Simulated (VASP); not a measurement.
Runs of VASP 6.6.1 on Li2O. It takes space group Fm-3m (No. 225, cubic). Conventional cell: a = 4.573 Å, b = 4.573 Å, c = 4.573 Å, α = 90.00°, β = 90.00°, γ = 90.00°. Li (site symmetry -43m) has 4 O at 1.98 Å and 6 Li at 2.29 Å within 2.6 Å. Within 2.6 Å of O (site symmetry m-3m) lie 8 Li at 1.98 Å. 

```csv
level,k mesh,cutoff (eV),gap on the mesh (eV),pressure (GPa)
PBE,8 × 8 × 8,750,5.04,2.7
PBE,6 × 6 × 6,750,5.04,2.7
r2SCAN,8 × 8 × 8,830,5.73,0.2
r2SCAN,4 × 4 × 4,830,5.73,0.2
PBEsol,8 × 8 × 8,750,(a),0.5
```

Alike in all rows: task single point; potentials or basis VASP PAW PBE potentials, release 64 (Li_sv, O); no spin polarisation; cell as given; smearing gaussian 0.01 eV.

**Question.** Fill in the values left out.

**Answer.** (a) 4.88.

Caveats: some runs use coarse meshes; the PAW data sets were made with another functional, which shifts forces and pressure a little (some runs).

A k mesh can miss the band edges.
